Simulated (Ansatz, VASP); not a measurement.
Ti: VASP beside Ansatz

```
Ti
1.0
     2.98882    0.00000    0.00000
    -1.49441    2.58839    0.00000
     0.00000    0.00000    4.74766
Ti
2
Cartesian
  0.0000 1.7256 1.1869
  1.4944 0.8628 3.5607
```

Change from the starting cell: volume scaled by 1.04.

Alike in both runs: task single point; functional PBEsol; k mesh 13 × 13 × 7; occupations fermi-dirac, width 0.08 eV; no spin polarisation.

```csv
,VASP,Ansatz
version,VASP 6.6.1,Ansatz 0.2.0
potentials or method,"VASP PAW PBE potentials, release 64 (Ti_sv), cutoff 520 eV","all-electron LAPW, scalar-relativistic"
```

```tsv
	VASP	Ansatz	Ansatz less VASP
pressure (GPa)	-9.5	-9.4	+0.12
traceless stress, the component that is largest in VASP (GPa)	-0.37	-0.37	+0.001
```

VASP's potentials were made for PBE, not for PBEsol. Ansatz ran all-electron here, and VASP with PAW potentials.
